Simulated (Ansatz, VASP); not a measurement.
## Bi in VASP and in Ansatz

File INCAR:

```
SYSTEM = Bi
PREC     = Accurate       ! precision mode
ENCUT    = 400            ! plane-wave cutoff, eV
EDIFF    = 1E-6           ! SCF threshold, eV
ISMEAR   = -1             ! smearing method
SIGMA    = 0.01           ! smearing width, eV
LREAL    = .False.        ! projectors in reciprocal space
LASPH    = .True.         ! aspherical terms in the spheres
NELM     = 200            ! most SCF steps
ALGO     = Normal         ! electronic algorithm
ISIF     = 2              ! what is computed and relaxed
LWAVE    = .False.        ! write WAVECAR
LCHARG   = .True.         ! write CHGCAR
ISPIN    = 2              ! spin polarisation
MAGMOM   = 5              ! initial moments
LORBIT   = 11             ! projections on sites
GGA      = RP             ! functional
LELF     = .True.         ! ELF
LVHAR    = .True.       
NBANDS   = 18             ! bands
ISYM     = 0            
GGA_COMPAT= .False.
```

KPOINTS

```
regular mesh
0
Gamma
  1 1 1
  0 0 0
```

File POSCAR:

```
Bi
1.0
   14.0000000000      0.0000000000      0.0000000000
    0.0000000000     14.4000000000      0.0000000000
    0.0000000000      0.0000000000     14.8000000000
Bi
1
Direct
    0.5000000000      0.5000000000      0.5000000000
```

Input for Ansatz:

```yaml
crystal:
  lattice:
    - [14.0, 0.0, 0.0]
    - [0.0, 14.4, 0.0]
    - [0.0, 0.0, 14.8]
  atoms:
    - { symbol: Bi, position: [0.5, 0.5, 0.5], spin: 5.0 }
  symmetry: { detect: false, time_reversal: true }
hamiltonian:
  xc: rpbe
  pseudopotentials:
    kind: paw
    azcp:
      Bi: "pseudopotentials/Bi.paw.azcp"
basis:
  ecutwfc: 420
  fft_grid_basis: typed
kpoints:
  mp_grid: { grid: [1, 1, 1], shift: [0, 0, 0] }
magnetization:
  spin_polarized: true
scf:
  occupations: { method: fermi_dirac, width: 0.01 }
```

Alike in both runs: task single point; functional RPBE; k mesh 1 × 1 × 1; occupations fermi-dirac, width 0.01 eV; collinear spin.

```csv
,VASP,Ansatz
version,VASP 6.6.1,Ansatz 0.2.0
potentials or method,"VASP PAW PBE potentials, release 64 (Bi_d), cutoff 400 eV","plane waves (420 eV) with PAW, scalar-relativistic"
valence electrons in the cell,15,15
```

```csv
,VASP,Ansatz,Ansatz less VASP
gap on the k mesh at the Fermi level (eV),1.86,1.86,0.000
net moment per atom (μB),3.00,3.00,0.000
size of the moment on the site where the two differ most (μB),1.29,3.00,+1.709
```

VASP's potentials were made for PBE, not for RPBE. Site moments also hang on the region over which each program counts them.

Spin-orbit coupling is off throughout.
